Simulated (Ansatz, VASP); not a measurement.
# Rh: VASP beside Ansatz

```
Rh
1.0
    -1.53523    1.53523    1.53523
     1.53523   -1.53523    1.53523
     1.53523    1.53523   -1.53523
Rh
1
Direct
  0.00000 0.00000 0.00000
```

Alike in both runs: task single point; functional PBEsol; k mesh 16 × 16 × 16; occupations fermi-dirac, width 0.05 eV; no spin polarisation.

|  | VASP | Ansatz |
| --- | --- | --- |
| version | VASP 6.6.1 | Ansatz 0.2.0 |
| potentials or method | VASP PAW PBE potentials, release 64 (Rh_pv), cutoff 520 eV | all-electron LAPW, scalar-relativistic |

|  | VASP | Ansatz | Ansatz less VASP |
| --- | --- | --- | --- |
| pressure (GPa) | -9.9 | -9.9 | +0.02 |

VASP's potentials were made for PBE, not for PBEsol. Ansatz ran all-electron here, and VASP with PAW potentials.
